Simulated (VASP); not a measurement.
WS2:

```xyz
6
Lattice="3.1800 0.0000 0.0000 -1.5900 2.7540 0.0000 0.0000 0.0000 12.5000" Properties=species:S:1:pos:R:3 pbc="T T T"
W     1.5900    0.9180    9.3750
W     0.0000    1.8360    3.1250
S     1.5900    0.9180    4.6875
S     0.0000    1.8360   10.9375
S     1.5900    0.9180    1.5625
S     0.0000    1.8360    7.8125
```

```yaml
Program: VASP 6.6.1
Task: relaxation of cell and atoms
Functional: PBEsol
Dispersion: D3(BJ)
Potentials_or_basis: VASP PAW PBE potentials, release 64 (W_sv, S)
Cutoff: 600 eV
k_mesh: 10 × 10 × 3
Occupations: fermi-dirac, width 0.05 eV
Spin: no spin polarisation
```

At the start: pressure -6.0 GPa; volume 18.24 Å³/atom.

Task: Where does the relaxation end?

Result: Over 16 steps the energy falls by 29.4 meV/atom and the volume is 16.51 Å³/atom (-9.5 %); space group P6_3/mmc (No. 194, to 0.1 Å) before and after.

Step by step:
| step | energy change (eV) | largest force (eV/Å) | pressure (GPa) | volume (Å³) |
| --- | --- | --- | --- | --- |
| 1 | 0.0000 | 0.1171 | -5.95 | 109.47 |
| 2 | 0.1895 | 1.8567 | 13.33 | 99.07 |
| 3 | -0.0767 | 0.5117 | -0.11 | 105.70 |
| 4 | -0.1064 | 0.1515 | -0.38 | 104.34 |
| 5 | -0.1066 | 0.1242 | -0.40 | 104.23 |
| 6 | -0.1239 | 0.1537 | 0.03 | 103.18 |
| 7 | -0.1590 | 0.2442 | 1.62 | 100.04 |
| 8 | -0.0879 | 0.3776 | 6.52 | 93.82 |
| 9 | -0.1588 | 0.3509 | 2.72 | 98.94 |
| 10 | -0.1651 | 0.2767 | 2.22 | 98.87 |
| 11 | -0.1753 | 0.0572 | 0.79 | 98.66 |
| 12 | -0.1759 | 0.0097 | 0.36 | 98.59 |
| 13 | -0.1760 | 0.0078 | 0.31 | 98.67 |
| 14 | -0.1764 | 0.0024 | 0.16 | 98.89 |
| 15 | -0.1763 | 0.0081 | -0.14 | 99.34 |
| 16 | -0.1764 | 0.0019 | 0.04 | 99.08 |

Final structure:
```
CELL_PARAMETERS angstrom
3.11515 0.00000 0.00000
-1.55758 2.69780 0.00000
0.00000 0.00000 11.78928
ATOMIC_POSITIONS crystal
W 0.66667 0.33333 0.75000
W 0.33333 0.66667 0.25000
S 0.66667 0.33333 0.38343
S 0.33333 0.66667 0.88343
S 0.66667 0.33333 0.11657
S 0.33333 0.66667 0.61657
```

Caveat: the PAW data sets were made with another functional, which shifts forces and pressure a little.
